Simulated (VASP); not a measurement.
**Au: single point with PBEsol+D3(BJ)**

Au:

```
Au
1.0
     0.00000    2.04848    2.04848
     2.04848    0.00000    2.04848
     2.04848    2.04848    0.00000
Au
1
Direct
  0.00000 0.00000 0.00000
```

```yaml
Program: VASP 6.6.1
Task: single point
Functional: PBEsol
Dispersion: D3(BJ)
Potentials_or_basis: VASP PAW PBE potentials, release 64 (Au)
Cutoff: 520 eV
k_mesh: 11 × 11 × 11
Occupations: fermi-dirac, width 0.05 eV
Spin: no spin polarisation
```

```json
{
  "Pressure": "-8.0 GPa",
  "Dispersion energy per atom": "-0.626 eV"
}
```

Levels at points of the mesh, in eV from the Fermi level:
| k point | band 2 | band 3 | band 4 | band 5 | band 6 | band 7 | band 8 | band 9 | band 10 | band 11 |
| --- | --- | --- | --- | --- | --- | --- | --- | --- | --- | --- |
| (0.00, 0.00, 0.00) | -4.65 | -4.65 | -4.65 | -3.15 | -3.15 | 14.49 | 18.43 | 18.43 | 18.43 | 23.27 |

Run time: 11 s on 1 thread of Intel Xeon 6975P-C (shared host), peak memory 0.15 GiB.

Caveat: the PAW data sets were made with another functional, which shifts forces and pressure a little; spin-orbit coupling is left out, which moves the levels of the heavy elements; pairwise dispersion overbinds metals, which lowers pressure and volume.
